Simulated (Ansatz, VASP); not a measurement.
Sc in VASP and in Ansatz

INCAR

```
SYSTEM = Sc
ALGO     = Normal         ! electronic algorithm
EDIFF    = 1E-6           ! SCF threshold, eV
EDIFFG   = -0.003         ! ionic threshold
ENCUT    = 600            ! plane-wave cutoff, eV
GGA      = PS             ! functional
IBRION   = 2              ! ionic algorithm
ISIF     = 3              ! what is computed and relaxed
ISMEAR   = -1             ! smearing method
LASPH    = .True.         ! aspherical terms in the spheres
LCHARG   = .False.        ! write CHGCAR
LREAL    = .False.        ! projectors in reciprocal space
LWAVE    = .False.        ! write WAVECAR
NELM     = 100            ! most SCF steps
NSW      = 100            ! ionic steps
PREC     = Accurate       ! precision mode
SIGMA    = 0.05           ! smearing width, eV
```

The input KPOINTS:

```
k-points
0
Gamma
  18 18 10
  0 0 0
```

Contents of POSCAR:

```
Sc
1.0
    3.3090000000      0.0000000000      0.0000000000
   -1.6545000000      2.8656780611      0.0000000000
    0.0000000000      0.0000000000      5.2733000000
Sc
2
Direct
    0.3333333333      0.6666666667      0.2500000000
    0.6666666667      0.3333333333      0.7500000000
```

Input for Ansatz:

```yaml
crystal:
  lattice:
    - [3.309, 0.0, 0.0]
    - [-1.6545, 2.8656780611, 0.0]
    - [0.0, 0.0, 5.2733]
  atoms:
    - { symbol: Sc, position: [0.3333333333, 0.6666666667, 0.25] }
    - { symbol: Sc, position: [0.6666666667, 0.3333333333, 0.75] }
kpoints:
  mp_grid: { grid: [18, 18, 10] }
scf:
  occupations: { method: fermi_dirac, width: 0.05 }
hamiltonian:
  xc: pbesol
  pseudopotentials: { kind: paw }
output:
  forces: true
  stress: true
relax:
  f_tol: 0.003
  max_steps: 80
  cell: {}
```

Alike in both runs: task relaxation of cell and atoms; functional PBEsol; k mesh 18 × 18 × 10; occupations fermi-dirac, width 0.05 eV; no spin polarisation.

|  | VASP | Ansatz |
| --- | --- | --- |
| version | VASP 6.6.1 | Ansatz 0.2.0 |
| potentials or method | VASP PAW PBE potentials, release 64 (Sc_sv) | PAW with Ansatz's default frozen-core files, scalar-relativistic |
| plane-wave cutoff (eV) | 600 | 420 |
| valence electrons in the cell | 22 | 22 |

```csv
,VASP,Ansatz,Ansatz less VASP
relaxed volume (Å³/atom),23.67,23.65,-0.023
relaxed length of the cell vector where the two differ most in proportion (Å),3.278,3.277,-0.0011
```

VASP's potentials were made for PBE, not for PBEsol.
